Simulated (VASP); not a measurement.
# Sb (P2_1/m) in VASP: further runs

Aim: see how the results for Sb move with the level of theory and the settings. Levels: HSE06, PBEsol. Tasks: single point.

Program: VASP 6.6.1. These are calculated values, not measurements. Logs are shortened: lines on timing, memory, paths and dates and some standing lists are left out, and cuts for length are marked.

### Step 1. The cell of the first run

It takes space group P2_1/m (No. 11, monoclinic). The conventional cell has a = 3.059 Å, b = 4.259 Å, c = 4.316 Å, α = 90.00°, β = 90.51°, γ = 90.00°. Within 3.9 Å of Sb (site symmetry m) lie 6 Sb at 2.98 to 3.09 Å.

### Step 2. Single point, HSE06

POSCAR

```
Sb
1.0
    3.0586616250      0.0000000000      0.0000000000
    0.0000000000      4.2587682402      0.0000000000
   -0.0381205934      0.0000000000      4.3159114163
Sb
2
Direct
    0.0113890000      0.2500000000      0.2411660000
    0.9886110000      0.7500000000      0.7588340000
```

INCAR.step1

```
PREC = Accurate ; ENCUT = 520
EDIFF = 1E-5 ; ISMEAR = -1
SIGMA = 0.05 ; LREAL = False
LASPH = True ; NELM = 80
ALGO = Normal ; ISIF = 2
LWAVE = True ; LCHARG = False
NBANDS = 12 ; GGA = PE
```

INCAR.step2

```
PREC = Accurate ; ENCUT = 520
EDIFF = 1E-7 ; ISMEAR = -1
SIGMA = 0.05 ; LREAL = False
LASPH = True ; NELM = 80
ALGO = Normal ; ISIF = 2
LWAVE = False ; LCHARG = False
GGA = PE ; LHFCALC = True
HFSCREEN = 0.2079 ; PRECFOCK = Normal
NBANDS = 12 ; ISTART = 1
```

KPOINTS

```
regular mesh
0
Gamma
  6 4 4
```

Potentials or basis: VASP PAW PBE potentials, release 64 (Sb).

Launch:

```console
> cat potpaw_PBE.64/Sb/POTCAR > POTCAR
> cp INCAR.step1 INCAR
> mpirun -np 1 vasp_std > vasp.out
> cp INCAR.step2 INCAR
> mpirun -np 1 vasp_std > vasp.out
```

OUTCAR:

```text
PREC = Accurate
   ENCUT = 520
   EDIFF = 1E-7
   ISMEAR = -1
   LREAL = False
   LASPH = True
   NELM = 80
   ISIF = 2
   GGA = PE
   LHFCALC = True
   HFSCREEN = 0.2079
   PRECFOCK = Normal
   ISTART = 1

 ion  position               nearest neighbor table
   1  0.011  0.250  0.241-   2 2.98   2 2.98   2 3.09   2 3.09
   2  0.989  0.750  0.759-   1 2.98   1 2.98   1 3.09   1 3.09

  LATTYP: Found a simple monoclinic cell.
 ALAT       =     3.0586616250
 B/A-ratio  =     1.3923633152
 C/A-ratio  =     1.4111007668
 COS(beta)  =    -0.0088322263

  Lattice vectors:

 A1 = (   3.0586616250,   0.0000000000,   0.0000000000)
 A2 = (   0.0000000000,   4.2587682402,   0.0000000000)
 A3 = (  -0.0381205934,   0.0000000000,   4.3159114163)

Analysis of symmetry for initial positions (statically):
=====================================================================
 Subroutine PRICEL returns:
 Original cell was already a primitive cell.

 Routine SETGRP: Setting up the symmetry group for a
 simple monoclinic supercell.

 Subroutine GETGRP returns: Found  4 space group operations
 (whereof  2 operations were pure point group operations)
 out of a pool of  4 trial point group operations.

The static configuration has the point symmetry S_2 .
 The point group associated with its full space group is C_2h.

Analysis of symmetry for dynamics (positions and initial velocities):
=====================================================================
 Subroutine PRICEL returns:
 Original cell was already a primitive cell.

 Routine SETGRP: Setting up the symmetry group for a
 simple monoclinic supercell.

 Subroutine GETGRP returns: Found  4 space group operations
 (whereof  2 operations were pure point group operations)
 out of a pool of  4 trial point group operations.

The dynamic configuration has the point symmetry S_2 .
 The point group associated with its full space group is C_2h.

 Subroutine INISYM returns: Found  4 space group operations
 (whereof  2 operations are pure point group operations),
 and found     1 'primitive' translations

----------------------------------------------------------------------------------------

                                     Primitive cell

  volume of cell :      56.2196

  direct lattice vectors                    reciprocal lattice vectors
     3.058661625  0.000000000  0.000000000     0.326940382  0.000000000  0.002887724
     0.000000000  4.258768240  0.000000000     0.000000000  0.234809678  0.000000000
    -0.038120593  0.000000000  4.315911416     0.000000000  0.000000000  0.231700770

  length of vectors
     3.058661625  4.258768240  4.316079764     0.326953135  0.234809678  0.231700770

  position of ions in fractional coordinates (direct lattice)
     0.011389000  0.250000000  0.241166000
     0.988611000  0.750000000  0.758834000

  ion indices of the primitive-cell ions
   primitive index   ion index
                 1           1
                 2           2

----------------------------------------------------------------------------------------

 KPOINTS: regular mesh

Automatic generation of k-mesh.
 Grid dimensions read from file:
 generate k-points for:    6    4    4

 Generating k-lattice:

  Cartesian coordinates                     Fractional coordinates (reciprocal lattice)
     0.054490064  0.000000000  0.000481287     0.166666667  0.000000000  0.000000000
     0.000000000  0.058702420  0.000000000     0.000000000  0.250000000  0.000000000
     0.000000000  0.000000000  0.057925193     0.000000000  0.000000000  0.250000000

  Length of vectors
     0.054492189  0.058702420  0.057925193

  Shift w.r.t. Gamma in fractional coordinates (k-lattice)
     0.000000000  0.000000000  0.000000000

 Subroutine IBZKPT returns following result:
 ===========================================

 Found     42 irreducible k-points:

 Following reciprocal coordinates:
            Coordinates               Weight
  0.000000  0.000000  0.000000      1.000000
  0.166667  0.000000  0.000000      2.000000
  0.333333  0.000000 -0.000000      2.000000
  0.500000  0.000000 -0.000000      1.000000
  0.000000  0.250000  0.000000      2.000000
  0.166667  0.250000  0.000000      4.000000
[... 16 lines left out ...]
 -0.333333  0.250000  0.250000      4.000000
 -0.166667  0.250000  0.250000      4.000000
 [... further k-points ...]
   k-points           NKPTS =     42   k-points in BZ     NKDIM =     96   number of bands    NBANDS=     12
   number of dos      NEDOS =    301   number of ions     NIONS =      2
   total plane-waves  NPLWV =  24576
   dimension x,y,z NGX =    24 NGY =   32 NGZ =   32
   dimension x,y,z NGXF=    48 NGYF=   64 NGZF=   64
   ions per type =               2
   NGX,Y,Z   is equivalent  to a cutoff of  13.04, 12.49, 12.33 a.u.
   NGXF,Y,Z  is equivalent  to a cutoff of  26.09, 24.98, 24.65 a.u.
 SYSTEM =  unknown system
   PREC   = accura    normal or accurate (medium, high low for compatibility)
   ISTART =      1    job   : 0-new  1-cont  2-samecut
   ICHARG =      0    charge: 1-file 2-atom 10-const
   ISPIN  =      1    spin polarized calculation?
   LNONCOLLINEAR =      F non collinear calculations
   LSORBIT =      F    spin-orbit coupling
   LASPH  =      T    aspherical Exc in radial PAW
   ENCUT  =  520.0 eV  38.22 Ry    6.18 a.u.   5.69  7.92  8.03*2*pi/ulx,y,z
   NELM   =     80;   NELMIN=  2; NELMDL=  0     # of ELM steps
   EDIFF  = 0.1E-06   stopping-criterion for ELM
   LREAL  =      F    real-space projection
   EDIFFG = 0.1E-05   stopping-criterion for IOM
   NSW    =      0    number of steps for IOM
   IBRION =     -1    ionic relax: 0-MD 1-quasi-New 2-CG
   NFREE  =      0    steps in history (QN), initial steepest desc. (CG)
   ISIF   =      2    stress and relaxation
   ISYM   =      3    0-nonsym 1-usesym 2-fastsym
   POTIM  = 0.5000    time-step for ionic-motion
   TEBEG  =    0.0;   TEEND  =   0.0 temperature during run
   PSTRESS=    0.0 pullay stress
   NELECT =      10.0000    total number of electrons
   NUPDOWN=      -1.0000    fix difference up-down
   EMIN   =  10.00;   EMAX   =-10.00  energy-range for DOS
   EFERMI =   0.00;   METHOD = LEGACY
   ISMEAR =    -1;   SIGMA  =   0.05  broadening in eV -4-tet -1-fermi 0-gaus
   EFERMI_NEDOS =   21; number of points for ismear=-14 and -15
   IALGO  =     38    algorithm
   IMIX   =      1    mixing-type and parameters
     AMIX     =   0.40;   BMIX     =  1.00
     AMIX_MAG =   1.60;   BMIX_MAG =  1.00
  volume/ion in A,a.u.               =      28.11       189.69
  Fermi-wavevector in a.u.,A,eV,Ry     =   0.920687  1.739847 11.533185  0.847665
  Thomas-Fermi vector in A             =   2.046021
   LORBIT       =      0    0 simple, 1 ext, 2 COOP (PROOUT), +10 PAW based schemes
   GGA     = PE    functional components
   LHFCALC =     T    Hartree Fock is set to
   PRECFOCK=normal    Normal, Fast or Accurate (Low or Medium for compatibility)
   ENCUT4O =  -1.0   cutoff for four orbital integrals eV
   NKREDX  =     1    reduce k-point grid by
   NKREDY  =     1    reduce k-point grid by
   NKREDZ  =     1    reduce k-point grid by
   AEXX    =    0.2500 exact exchange contribution
   HFSCREEN=    0.2079 screening length (either q_TF or 0.3 A-1)
   HFSCREENC=   0.2079 screening length for correlation (either q_TF or 0.3 A-1)
   ENCUTFOCK=  -1.0 apply spherical cutoff to Coloumb kernel
   IVDW    =     0    specifies the selected vdW correction
   LEPSILON=     F    determine dielectric tensor
   LRPA    =     F    only Hartree local field effects (RPA)
 non-spin polarized calculation
  energy-cutoff  :      520.00
  volume of cell :       56.22
 maximum number of plane-waves:      1528
  NGX = 18; NGY = 28; NGZ = 28

 number of electron      10.0000001 magnetization

 Free energy of the ion-electron system (eV)
  ---------------------------------------------------
  ext. energy  EPLUGINS =         0.00000000
  ---------------------------------------------------
  free energy    TOTEN  =       -10.02279667 eV

  energy without entropy =      -10.01740464  energy(sigma->0) =      -10.02010066

 E-fermi :   7.7591     XC(G=0):  -8.2313

 val. band max:        7.7460887826   @ k =   0.3333   0.0000   0.2500
 cond. band min:       7.9934278185   @ k =   0.5000   0.2500   0.2500
 fundamental gap:      0.2473390359
 Fermi energy:         7.7591201600

 k-point     1 :       0.0000    0.0000    0.0000
  band No.  band energies     occupation
      1      -6.5993      2.00000
      2      -0.2982      2.00000
      3       3.3113      2.00000
      4       3.4694      2.00000
      5       9.9320      0.00000
      6      11.5282      0.00000
      7      11.7393      0.00000
      8      11.8643      0.00000
      9      15.0814      0.00000
     10      15.2762      0.00000
     11      16.4495      0.00000
     12      17.1189      0.00000

 k-point     2 :       0.1667    0.0000    0.0000
  band No.  band energies     occupation
      1      -6.1388      2.00000
      2       0.1829      2.00000
      3       3.7353      2.00000
      4       3.8946      2.00000
      5       7.6755      1.68395
      6      10.3494      0.00000
      7      12.1825      0.00000
      8      12.3006      0.00000
      9      13.1100      0.00000
     10      15.6198      0.00000
     11      16.7291      0.00000
     12      17.7995      0.00000

 k-point     3 :       0.3333    0.0000   -0.0000
  band No.  band energies     occupation
      1      -4.8485      2.00000
      2       1.6189      2.00000
      3       3.2255      2.00000
      4       4.8016      2.00000
      5       4.9592      2.00000
      6       8.5687      0.00000
      7      11.5484      0.00000
      8      13.2841      0.00000
      9      13.4044      0.00000
     10      14.4145      0.00000
     11      14.5754      0.00000
     12      16.5933      0.00000
[... 286 lines left out ...]
 k-point    23 :      -0.3333    0.2500    0.2500
  band No.  band energies     occupation
      1      -3.8080      2.00000
      2      -0.6510      2.00000
      3       3.4430      2.00000
      4       4.2076      2.00000
      5       6.7190      2.00000
      6       7.1303      1.99999
      7       9.9517      0.00000
      8      12.4618      0.00000
      9      14.2855      0.00000
     10      15.0020      0.00000
     11      15.0856      0.00000
     12      17.8639      0.00000

 k-point    24 :      -0.1667    0.2500    0.2500
  band No.  band energies     occupation
      1      -5.1010      2.00000
      2      -2.0183      2.00000
      3       2.3225      2.00000
      4       5.8275      2.00000
      5       8.4731      0.00000
      6       8.7663      0.00000
      7      11.4668      0.00000
      8      13.1556      0.00000
      9      13.7641      0.00000
     10      16.2298      0.00000
     11      16.9201      0.00000
     12      18.5851      0.00000

 [... further k-points ...]

------------------------ aborting loop because EDIFF is reached ----------------------------------------

  FORCE on cell =-STRESS in cart. coord.  units (eV):
  Direction    XX          YY          ZZ          XY          YZ          ZX
  --------------------------------------------------------------------------------------
  -------------------------------------------------------------------------------------
  Total       -1.0553195      1.3403776      1.3142381      0.0000000      0.0000000     -0.0379656
  in kB      -30.0750642     38.1988043     37.4538689      0.0000000      0.0000000     -1.0819629
  external PRESSURE =      15.1925363 kB  Pullay stress =       0.0000000 kB

 VOLUME and BASIS-vectors are now :
 -----------------------------------------------------------------------------
  energy-cutoff  :      520.00
  volume of cell :       56.22
      direct lattice vectors                 reciprocal lattice vectors
     3.058661625  0.000000000  0.000000000     0.326940382  0.000000000  0.002887724
     0.000000000  4.258768240  0.000000000     0.000000000  0.234809678  0.000000000
    -0.038120593  0.000000000  4.315911416     0.000000000  0.000000000  0.231700770

 POSITION                                       TOTAL-FORCE (eV/Angst)
 -----------------------------------------------------------------------------------
      0.02564      1.06469      1.04085        -0.042451      0.000000      0.045352
      2.99490      3.19408      3.27506         0.042451      0.000000     -0.045352
 -----------------------------------------------------------------------------------
    total drift:                                0.000000     -0.000000      0.000000

  FREE ENERGIE OF THE ION-ELECTRON SYSTEM (eV)
  ---------------------------------------------------
  free  energy   TOTEN  =       -10.0227966703 eV

  energy  without entropy=      -10.0174046425  energy(sigma->0) =      -10.02010066
```

It took 36 min on 1 thread of Intel Xeon Platinum 8488C (Sapphire Rapids), shared host; peak memory 0.29 GiB.

What came out:

```
Free energy            : -10.0228 eV
Pressure               : 1.5 GPa
Largest force          : 0.062 eV/Å
Band gap on the k mesh : zero (bands 5 and 6 overlap by 10.54 eV)
```

Forces in eV/Å, atoms in the order of the input:
```
Sb  -0.042  0.000  0.045
Sb   0.042  0.000 -0.045
```

Levels at points of the mesh, in eV from the Fermi level:
```
           k point  band 2  band 3  band 4  band 5  band 6  band 7  band 8  band 9
(0.00, 0.00, 0.00)   -8.06   -4.45   -4.29    2.17    3.77    3.98    4.11    7.32
(0.50, 0.00, 0.00)   -6.83   -4.45   -2.24   -2.07   -2.00    4.94    5.16    5.24
(0.00, 0.50, 0.00)  -12.23   -1.84   -1.84   -0.97   -0.97    5.75    5.75    8.95
(0.50, 0.50, 0.00)   -9.28   -4.86   -4.86    0.52    0.52    1.98    1.98    6.04
(0.00, 0.00, 0.50)  -12.02   -1.98   -1.30   -0.97   -0.84    5.50    5.94    8.59
(0.50, 0.00, 0.50)   -9.05   -5.07   -4.71    0.31    1.09    2.05    2.12    6.01
(0.00, 0.50, 0.50)  -11.36   -6.85   -6.85    6.19    6.19    6.47    6.47    9.71
(0.50, 0.50, 0.50)   -8.23   -4.46   -4.46   -4.36   -4.36    2.21    2.21    8.91
```

Caveat: the k points lie up to 0.37 Å⁻¹ apart, too coarse for converged energies and pressures of a metal; the PAW data sets were made with another functional, which shifts forces and pressure a little; spin-orbit coupling is left out, which moves the levels of the heavy elements.

### Step 3. Single point, HSE06

This run uses another cell than the first one, of 28.71 Å³/atom.

POSCAR

```
Sb
1.0
    3.0802022053      0.0000000000      0.0000000000
    0.0000000000      4.2887605540      0.0000000000
   -0.0383890571      0.0000000000      4.3463061600
Sb
2
Direct
    0.0113890000      0.2500000000      0.2411660000
    0.9886110000      0.7500000000      0.7588340000
```

INCAR.step1

```
PREC = Accurate ; ENCUT = 520
EDIFF = 1E-5 ; ISMEAR = -1
SIGMA = 0.05 ; LREAL = F
LASPH = T ; NELM = 80
ALGO = Normal ; ISIF = 2
LWAVE = T ; GGA = PE
NBANDS = 12
```

INCAR.step2

```
PREC = Accurate ; ENCUT = 520
EDIFF = 1E-6 ; ISMEAR = -1
SIGMA = 0.05 ; LREAL = F
LASPH = T ; NELM = 80
ALGO = Normal ; ISIF = 2
LWAVE = F ; LCHARG = T
GGA = PE ; LHFCALC = T
HFSCREEN = 0.2079 ; PRECFOCK = Normal
LELF = T ; LVHAR = T
ISTART = 1 ; NBANDS = 12
```

KPOINTS is that of step 2.

Potentials or basis: VASP PAW PBE potentials, release 64 (Sb).

Launch:

```console
> cat potpaw_PBE.64/Sb/POTCAR > POTCAR
> cp INCAR.step1 INCAR
> mpirun -np 1 vasp_std > vasp.out
> cp INCAR.step2 INCAR
> mpirun -np 1 vasp_std > vasp.out
```

Run time: 28 min. Hardware: 1 thread of Intel Xeon Platinum 8488C (Sapphire Rapids), shared host; peak memory 0.29 GiB.

The run converged. Its results:

```
Free energy            : -10.0287 eV
Pressure               : 0.1 GPa
Largest force          : 0.045 eV/Å
Band gap on the k mesh : zero (bands 5 and 6 overlap by 10.30 eV)
```

Forces on the atoms (eV/Å):
```
Sb  -0.044  0.000  0.011
Sb   0.044  0.000 -0.011
```

Stress tensor (GPa, compression positive):
```
-4.55  0.00 -0.05
 0.00  2.46  0.00
-0.05  0.00  2.38
```

Levels at points of the mesh, in eV from the Fermi level:
```
           k point  band 1  band 2  band 3  band 4  band 5  band 6  band 7  band 8  band 9  band 10
(0.00, 0.00, 0.00)  -14.14   -8.04   -4.31   -4.16    2.28    3.75    3.95    4.07    7.33     7.52
(0.50, 0.00, 0.00)  -11.33   -6.63   -4.57   -2.16   -1.99   -1.93    4.99    5.22    5.29     6.27
(0.00, 0.50, 0.00)  -12.07  -12.07   -1.75   -1.75   -0.92   -0.92    5.67    5.67    8.93     8.93
(0.50, 0.50, 0.00)   -9.20   -9.20   -4.71   -4.71    0.54    0.54    1.93    1.93    6.08     6.08
(0.00, 0.00, 0.50)  -12.34  -11.86   -1.89   -1.22   -0.93   -0.80    5.43    5.85    8.58     8.76
(0.50, 0.00, 0.50)   -9.51   -8.97   -4.92   -4.56    0.34    1.10    1.99    2.05    6.05     6.36
(0.00, 0.50, 0.50)  -11.23  -11.23   -6.66   -6.66    6.08    6.08    6.36    6.36    9.67     9.67
(0.50, 0.50, 0.50)   -8.21   -8.21   -4.32   -4.32   -4.22   -4.22    2.33    2.33    8.70     8.70
```

Caveat: the k points lie up to 0.37 Å⁻¹ apart, too coarse for converged energies and pressures of a metal; the PAW data sets were made with another functional, which shifts forces and pressure a little; spin-orbit coupling is left out, which moves the levels of the heavy elements.

(Part 1 of 2 ends here.)
